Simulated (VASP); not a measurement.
Crystal: BiB.

```
CELL_PARAMETERS angstrom
4.01163 0.00000 0.00000
-2.00581 3.47417 0.00000
0.00000 0.00000 5.01427
ATOMIC_POSITIONS crystal
B 0.33333 0.66667 0.25000
B 0.66667 0.33333 0.75000
Bi 0.66667 0.33333 0.25000
Bi 0.33333 0.66667 0.75000
```

| Property | Result |
| --- | --- |
| Program | VASP 6.6.1 |
| Task | relaxation of cell and atoms |
| Functional | PBE |
| Potentials or basis | VASP PAW PBE potentials, release 64 (B, Bi_d) |
| Cutoff | 600 eV |
| k mesh | 6 × 6 × 6 |
| Occupations | fermi-dirac, width 0.02 eV |
| Spin | no spin polarisation |

At the start: pressure 20.9 GPa; volume 17.47 Å³/atom.

**Question.** How do energy, volume and symmetry change on relaxing?

**Answer.** Over 17 steps the energy falls by 213.7 meV/atom and the volume is 21.24 Å³/atom (+21.6 %); space group P6_3/mmc (No. 194, to 0.1 Å) before and after.

The path:
```csv
step,energy change (eV),largest force (eV/Å),pressure (GPa),volume (Å³)
1,0.0000,0.0000,20.86,69.88
2,-0.6363,0.0000,-5.88,95.47
3,-0.8449,0.0000,-0.07,85.08
4,-0.8447,0.0000,0.19,84.75
5,-0.8464,0.0000,0.15,84.69
6,-0.8497,0.0000,0.22,84.58
7,-0.8518,0.0000,0.34,84.35
8,-0.8455,0.0000,1.00,83.86
9,-0.8523,0.0000,0.39,84.29
10,-0.8528,0.0000,0.69,84.08
11,-0.8530,0.0000,0.54,84.20
12,-0.8543,0.0000,0.29,84.54
13,-0.8547,0.0000,0.09,84.84
14,-0.8547,0.0000,0.08,84.86
15,-0.8547,0.0000,0.07,84.87
16,-0.8547,0.0000,0.04,84.92
17,-0.8548,0.0000,0.01,84.97
```

Final structure:
```xyz
4
Lattice="4.1984 0.0000 0.0000 -2.0992 3.6359 0.0000 0.0000 0.0000 5.5661" Properties=species:S:1:pos:R:3 pbc="T T T"
B     0.0000    2.4240    1.3915
B     2.0992    1.2120    4.1746
Bi    2.0992    1.2120    1.3915
Bi    0.0000    2.4240    4.1746
```

Caveat: the volume moved by over 15 % at a fixed basis, so the end points are rough.
